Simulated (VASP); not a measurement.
# Yb (Fm-3m) in VASP: single point with PBEsol

Aim: the single point of Yb with PBEsol.

All numbers are computed with VASP 6.6.1; they aren't measurements. Logs are shortened: lines on timing, memory, paths and dates and some standing lists are left out, and cuts for length are marked.

### Step 1. The cell of the first run

The structure is cubic, space group Fm-3m (No. 225). The conventional cell has a = 5.486 Å, b = 5.486 Å, c = 5.486 Å, α = 90.00°, β = 90.00°, γ = 90.00°. Within 5.1 Å of Yb (site symmetry m-3m) lie 12 Yb at 3.88 Å.

### Step 2. Single point, PBEsol, collinear spin, ferromagnetic start

File INCAR:

```
SYSTEM = Yb
PREC = Accurate ; ENCUT = 520
EDIFF = 1E-6 ; ISMEAR = 0
SIGMA = 0.05 ; LREAL = .FALSE.
LASPH = .TRUE. ; NELM = 150
ALGO = Normal ; ISIF = 2
LWAVE = .FALSE. ; LCHARG = .TRUE.
ISPIN = 2 ; MAGMOM = 1
LORBIT = 11 ; LMAXMIX = 6
GGA = PS ; LELF = .TRUE.
LVHAR = .TRUE. ; NBANDS = 22
```

File KPOINTS:

```
Automatic mesh
0
G
  12 12 12
  0 0 0
```

File POSCAR:

```
Yb
1.0
    0.0000000000      2.7431000000      2.7431000000
    2.7431000000      0.0000000000      2.7431000000
    2.7431000000      2.7431000000      0.0000000000
Yb
1
Direct
    0.0000000000      0.0000000000      0.0000000000
```

Potentials or basis: VASP PAW PBE potentials, release 64 (Yb).

Run with:

```sh
cat potpaw_PBE.64/Yb/POTCAR > POTCAR
mpirun -np 1 vasp_std > vasp.out
```

OUTCAR:

```text
SYSTEM = Yb
   PREC = Accurate
   ENCUT = 520
   EDIFF = 1E-6
   ISMEAR = 0
   LREAL = .FALSE.
   LASPH = .TRUE.
   NELM = 150
   ISIF = 2
   ISPIN = 2
   LORBIT = 11
   GGA = PS

 ion  position               nearest neighbor table
   1  0.000  0.000  0.000-

  LATTYP: Found a face centered cubic cell.
 ALAT       =     5.4862000000

  Lattice vectors:

 A1 = (   0.0000000000,   2.7431000000,   2.7431000000)
 A2 = (   2.7431000000,   0.0000000000,   2.7431000000)
 A3 = (   2.7431000000,   2.7431000000,   0.0000000000)

Analysis of symmetry for initial positions (statically):
=====================================================================
 Subroutine PRICEL returns:
 Original cell was already a primitive cell.

 Routine SETGRP: Setting up the symmetry group for a
 face centered cubic supercell.

 Subroutine GETGRP returns: Found 48 space group operations
 (whereof 48 operations were pure point group operations)
 out of a pool of 48 trial point group operations.

The static configuration has the point symmetry O_h .

Analysis of symmetry for dynamics (positions and initial velocities):
=====================================================================
 Subroutine PRICEL returns:
 Original cell was already a primitive cell.

 Routine SETGRP: Setting up the symmetry group for a
 face centered cubic supercell.

 Subroutine GETGRP returns: Found 48 space group operations
 (whereof 48 operations were pure point group operations)
 out of a pool of 48 trial point group operations.

The dynamic configuration has the point symmetry O_h .

Analysis of structural, dynamic, and magnetic symmetry:
=====================================================================
 Subroutine PRICEL returns:
 Original cell was already a primitive cell.

 Routine SETGRP: Setting up the symmetry group for a
 face centered cubic supercell.

 Subroutine GETGRP returns: Found 48 space group operations
 (whereof 48 operations were pure point group operations)
 out of a pool of 48 trial point group operations.

The overall configuration has the point symmetry O_h .

 Subroutine INISYM returns: Found 48 space group operations
 (whereof 48 operations are pure point group operations),
 and found     1 'primitive' translations

----------------------------------------------------------------------------------------

                                     Primitive cell

  volume of cell :      41.2814

  direct lattice vectors                    reciprocal lattice vectors
     0.000000000  2.743100000  2.743100000    -0.182275528  0.182275528  0.182275528
     2.743100000  0.000000000  2.743100000     0.182275528 -0.182275528  0.182275528
     2.743100000  2.743100000  0.000000000     0.182275528  0.182275528 -0.182275528

  length of vectors
     3.879329223  3.879329223  3.879329223     0.315710475  0.315710475  0.315710475

  position of ions in fractional coordinates (direct lattice)
     0.000000000  0.000000000  0.000000000

  ion indices of the primitive-cell ions
   primitive index   ion index
                 1           1

----------------------------------------------------------------------------------------

 KPOINTS: Automatic mesh

Automatic generation of k-mesh.
 Grid dimensions read from file:
 generate k-points for:   12   12   12

 Generating k-lattice:

  Cartesian coordinates                     Fractional coordinates (reciprocal lattice)
    -0.015189627  0.015189627  0.015189627     0.083333333  0.000000000  0.000000000
     0.015189627 -0.015189627  0.015189627     0.000000000  0.083333333  0.000000000
     0.015189627  0.015189627 -0.015189627     0.000000000  0.000000000  0.083333333

  Length of vectors
     0.026309206  0.026309206  0.026309206

  Shift w.r.t. Gamma in fractional coordinates (k-lattice)
     0.000000000  0.000000000  0.000000000

 Subroutine IBZKPT returns following result:
 ===========================================

 Found     72 irreducible k-points:

 Following reciprocal coordinates:
            Coordinates               Weight
  0.000000  0.000000  0.000000      1.000000
  0.083333  0.000000  0.000000      8.000000
  0.166667  0.000000  0.000000      8.000000
  0.250000  0.000000  0.000000      8.000000
  0.333333  0.000000  0.000000      8.000000
  0.416667  0.000000  0.000000      8.000000
[... 16 lines left out ...]
  0.500000  0.166667  0.000000     24.000000
 -0.416667  0.166667  0.000000     24.000000
 [... further k-points ...]
   k-points           NKPTS =     72   k-points in BZ     NKDIM =     72   number of bands    NBANDS=     22
   number of dos      NEDOS =    301   number of ions     NIONS =      1
   total plane-waves  NPLWV =  27000
   dimension x,y,z NGX =    30 NGY =   30 NGZ =   30
   dimension x,y,z NGXF=    60 NGYF=   60 NGZF=   60
   ions per type =               1
   NGX,Y,Z   is equivalent  to a cutoff of  12.86, 12.86, 12.86 a.u.
   NGXF,Y,Z  is equivalent  to a cutoff of  25.71, 25.71, 25.71 a.u.
 SYSTEM =  Yb
   PREC   = accura    normal or accurate (medium, high low for compatibility)
   ISTART =      0    job   : 0-new  1-cont  2-samecut
   ICHARG =      2    charge: 1-file 2-atom 10-const
   ISPIN  =      2    spin polarized calculation?
   LNONCOLLINEAR =      F non collinear calculations
   LSORBIT =      F    spin-orbit coupling
   LASPH  =      T    aspherical Exc in radial PAW
   ENCUT  =  520.0 eV  38.22 Ry    6.18 a.u.   7.21  7.21  7.21*2*pi/ulx,y,z
   NELM   =    150;   NELMIN=  2; NELMDL= -5     # of ELM steps
   EDIFF  = 0.1E-05   stopping-criterion for ELM
   LREAL  =      F    real-space projection
[... 7 lines left out ...]
   TEBEG  =    0.0;   TEEND  =   0.0 temperature during run
   PSTRESS=    0.0 pullay stress
   NELECT =      24.0000    total number of electrons
   NUPDOWN=      -1.0000    fix difference up-down
   EMIN   =  10.00;   EMAX   =-10.00  energy-range for DOS
   EFERMI =   0.00;   METHOD = LEGACY
   ISMEAR =     0;   SIGMA  =   0.05  broadening in eV -4-tet -1-fermi 0-gaus
   EFERMI_NEDOS =   21; number of points for ismear=-14 and -15
   IALGO  =     38    algorithm
   IMIX   =      4    mixing-type and parameters
     AMIX     =   0.40;   BMIX     =  1.00
     AMIX_MAG =   1.60;   BMIX_MAG =  1.00
  volume/ion in A,a.u.               =      41.28       278.58
  Fermi-wavevector in a.u.,A,eV,Ry     =   1.366345  2.582017 25.400687  1.866898
  Thomas-Fermi vector in A             =   2.492493
   LORBIT       =     11    0 simple, 1 ext, 2 COOP (PROOUT), +10 PAW based schemes
   GGA     = PS    functional components
   LHFCALC =     F    Hartree Fock is set to
   AEXX    =    0.0000 exact exchange contribution
   IVDW    =     0    specifies the selected vdW correction
   LEPSILON=     F    determine dielectric tensor
   LRPA    =     F    only Hartree local field effects (RPA)
 spin polarized calculation
 Gauss-broadening in eV      SIGMA  =   0.05
  energy-cutoff  :      520.00
  volume of cell :       41.28
 maximum number of plane-waves:      1139
 NGX is ok and might be reduce to    30
   NGX = 15   NGY = 15   NGZ = 15

 number of electron      23.9999992 magnetization      -0.0146718

 number of electron      23.9999992 magnetization       0.0014515

 Free energy of the ion-electron system (eV)
  ---------------------------------------------------
  ext. energy  EPLUGINS =         0.00000000
  ---------------------------------------------------
  free energy    TOTEN  =        -3.80185901 eV

  energy without entropy =       -3.80050264  energy(sigma->0) =       -3.80118083

 E-fermi :   1.0506     XC(G=0):  -8.9638

 val. band max:        1.0140048346   @ k =  -0.3333   0.4167   0.1667
 cond. band min:       1.0665222219   @ k =  -0.4167   0.2500   0.0000
 fundamental gap:      0.0525173873
 Fermi energy:         1.0506226488

 spin component 1

 k-point     1 :       0.0000    0.0000    0.0000
  band No.  band energies     occupation
      1     -50.7729      1.00000
      2     -23.0287      1.00000
      3     -23.0287      1.00000
      4     -23.0287      1.00000
      5      -3.8212      1.00000
      6       0.6496      1.00000
[... 14 lines left out ...]
     21      12.3433      0.00000
     22      14.1195      0.00000

 k-point     2 :       0.0833    0.0000    0.0000
  band No.  band energies     occupation
      1     -50.7724      1.00000
      2     -23.0432      1.00000
      3     -23.0307      1.00000
      4     -23.0307      1.00000
      5      -3.6806      1.00000
      6       0.6512      1.00000
[... 14 lines left out ...]
     21      12.6263      0.00000
     22      15.0088      0.00000

 k-point     3 :       0.1667    0.0000    0.0000
  band No.  band energies     occupation
      1     -50.7708      1.00000
      2     -23.0825      1.00000
      3     -23.0361      1.00000
      4     -23.0361      1.00000
      5      -3.2720      1.00000
      6       0.6561      1.00000
[... 14 lines left out ...]
     21      13.3566      0.00000
     22      14.7669      0.00000
[... 476 lines left out ...]
 k-point    23 :       0.5000    0.1667    0.0000
  band No.  band energies     occupation
      1     -50.7638      1.00000
      2     -23.2182      1.00000
      3     -23.0895      1.00000
      4     -23.0705      1.00000
      5      -0.4067      1.00000
      6       0.6846      1.00000
[... 14 lines left out ...]
     21      11.9584      0.00000
     22      17.4807      0.00000

 k-point    24 :      -0.4167    0.1667    0.0000
  band No.  band energies     occupation
      1     -50.7637      1.00000
      2     -23.2200      1.00000
      3     -23.0964      1.00000
      4     -23.0662      1.00000
      5      -0.2397      1.00000
      6       0.6757      1.00000
[... 14 lines left out ...]
     21      11.9198      0.00000
     22      16.8436      0.00000

 [... further k-points ...]

 spin component 2

 k-point     1 :       0.0000    0.0000    0.0000
  band No.  band energies     occupation
      1     -50.7723      1.00000
      2     -23.0283      1.00000
      3     -23.0283      1.00000
      4     -23.0283      1.00000
      5      -3.8212      1.00000
      6       0.6507      1.00000
[... 14 lines left out ...]
     21      12.3433      0.00000
     22      14.1193      0.00000

 k-point     2 :       0.0833    0.0000    0.0000
  band No.  band energies     occupation
      1     -50.7717      1.00000
      2     -23.0427      1.00000
      3     -23.0303      1.00000
      4     -23.0303      1.00000
      5      -3.6806      1.00000
      6       0.6523      1.00000
[... 14 lines left out ...]
     21      12.6264      0.00000
     22      15.0086      0.00000

 k-point     3 :       0.1667    0.0000    0.0000
  band No.  band energies     occupation
      1     -50.7702      1.00000
      2     -23.0821      1.00000
      3     -23.0357      1.00000
      4     -23.0357      1.00000
      5      -3.2720      1.00000
      6       0.6573      1.00000
[... 14 lines left out ...]
     21      13.3566      0.00000
     22      14.7669      0.00000
[... 476 lines left out ...]
 k-point    23 :       0.5000    0.1667    0.0000
  band No.  band energies     occupation
      1     -50.7632      1.00000
      2     -23.2178      1.00000
      3     -23.0891      1.00000
      4     -23.0701      1.00000
      5      -0.4067      1.00000
      6       0.6858      1.00000
[... 14 lines left out ...]
     21      11.9585      0.00000
     22      17.4812      0.00000

 k-point    24 :      -0.4167    0.1667    0.0000
  band No.  band energies     occupation
      1     -50.7631      1.00000
      2     -23.2196      1.00000
      3     -23.0960      1.00000
      4     -23.0658      1.00000
      5      -0.2397      1.00000
      6       0.6769      1.00000
[... 14 lines left out ...]
     21      11.9200      0.00000
     22      16.8436      0.00000

 [... further k-points ...]
[... 5 lines left out ...]
  --------------------------------------------------------------------------------------
  -------------------------------------------------------------------------------------
  Total       -0.4089862     -0.4089862     -0.4089862      0.0000000      0.0000000     -0.0000000
  in kB      -15.8731931    -15.8731931    -15.8731931      0.0000000      0.0000000     -0.0000000
  external PRESSURE =     -15.8731931 kB  Pullay stress =       0.0000000 kB

 VOLUME and BASIS-vectors are now :
 -----------------------------------------------------------------------------
  energy-cutoff  :      520.00
  volume of cell :       41.28
      direct lattice vectors                 reciprocal lattice vectors
     0.000000000  2.743100000  2.743100000    -0.182275528  0.182275528  0.182275528
     2.743100000  0.000000000  2.743100000     0.182275528 -0.182275528  0.182275528
     2.743100000  2.743100000  0.000000000     0.182275528  0.182275528 -0.182275528

 POSITION                                       TOTAL-FORCE (eV/Angst)
 -----------------------------------------------------------------------------------
      0.00000      0.00000      0.00000        -0.000000     -0.000000     -0.000000
 -----------------------------------------------------------------------------------
    total drift:                               -0.000000     -0.000000     -0.000000

  FREE ENERGIE OF THE ION-ELECTRON SYSTEM (eV)
  ---------------------------------------------------
  free  energy   TOTEN  =        -3.8018590080 eV

  energy  without entropy=       -3.8005026439  energy(sigma->0) =       -3.80118083

 total charge

# of ion       s       p       d       f       tot
--------------------------------------------------
    1        2.215   5.973   0.209  13.649  22.046

 magnetization (x)

# of ion       s       p       d       f       tot
--------------------------------------------------
    1        0.000  -0.000  -0.000   0.000   0.000
```

Wall time 10 min (1 thread of Oxide Virtual Turin-like, shared host); peak memory 0.24 GiB.

What came out:

- Free energy: -3.8019 eV
- Pressure: -1.6 GPa
- Band gap on the k mesh: zero (filled and empty bands overlap)
- Net moment: 0.00 μB per cell
- Valence electrons inside the program's atomic spheres: Yb 22.05

Levels at points of the mesh, in eV from the Fermi level:
Spin up:
```tsv
k point	band 10	band 11	band 12	band 13	band 14	band 15
(0.00, 0.00, 0.00)	-0.24	-0.24	-0.24	2.71	2.71	2.71
(0.50, 0.00, 0.00)	-0.26	-0.26	-0.24	0.14	2.52	2.52
(0.50, 0.50, 0.00)	-0.28	-0.27	-0.27	0.27	1.30	5.90
```
Spin down:
| k point | band 8 | band 9 | band 10 | band 11 | band 12 | band 13 | band 14 | band 15 | band 16 | band 17 |
| --- | --- | --- | --- | --- | --- | --- | --- | --- | --- | --- |
| (0.00, 0.00, 0.00) | -0.32 | -0.32 | -0.24 | -0.24 | -0.24 | 2.71 | 2.71 | 2.71 | 4.55 | 4.55 |
| (0.50, 0.00, 0.00) | -0.33 | -0.33 | -0.26 | -0.26 | -0.24 | 0.14 | 2.52 | 2.52 | 5.89 | 5.89 |
| (0.50, 0.50, 0.00) | -0.32 | -0.32 | -0.28 | -0.27 | -0.27 | 0.27 | 1.30 | 5.90 | 6.26 | 6.28 |

Caveat: the PAW data sets were made with another functional, which shifts forces and pressure a little; spin-orbit coupling is left out, which moves the levels of the heavy elements.

The gap in the log of VASP goes by the Fermi energy; the results here count the filled bands.